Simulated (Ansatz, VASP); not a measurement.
**HfC: VASP beside Ansatz**

```
Hf C
1.0
     0.04650    2.34825    2.34825
     2.34825    0.04650    2.34825
     2.34825    2.34825    0.04650
Hf C
1 1
Direct
  0.50000 0.50000 0.50000
  0.00000 0.00000 0.00000
```

Change from the starting cell: equal xy, yz and zx shear strains of +2 %.

Alike in both runs: task single point; functional LDA; k mesh 12 × 12 × 12; occupations fermi-dirac, width 0.05 eV; no spin polarisation.

|  | VASP | Ansatz |
| --- | --- | --- |
| version | VASP 6.6.1 | Ansatz 0.2.0 |
| potentials or method | VASP PAW LDA potentials, release 64 (Hf_pv, C), cutoff 520 eV | all-electron LAPW, scalar-relativistic |

VASP gave:

| Quantity | Value |
| --- | --- |
| pressure (GPa) | -11.5 |
| traceless stress, the component that is largest in VASP (GPa) | -3.54 |

Task: Estimate Ansatz's values.

Result: Pressure (GPa): -11.7; traceless stress, the component that is largest in VASP (GPa): -3.54.

LDA's correlation is that of Perdew and Zunger in VASP and of Perdew and Wang (1992) in Ansatz. Ansatz ran all-electron here, and VASP with PAW potentials.

Spin-orbit coupling is off throughout.
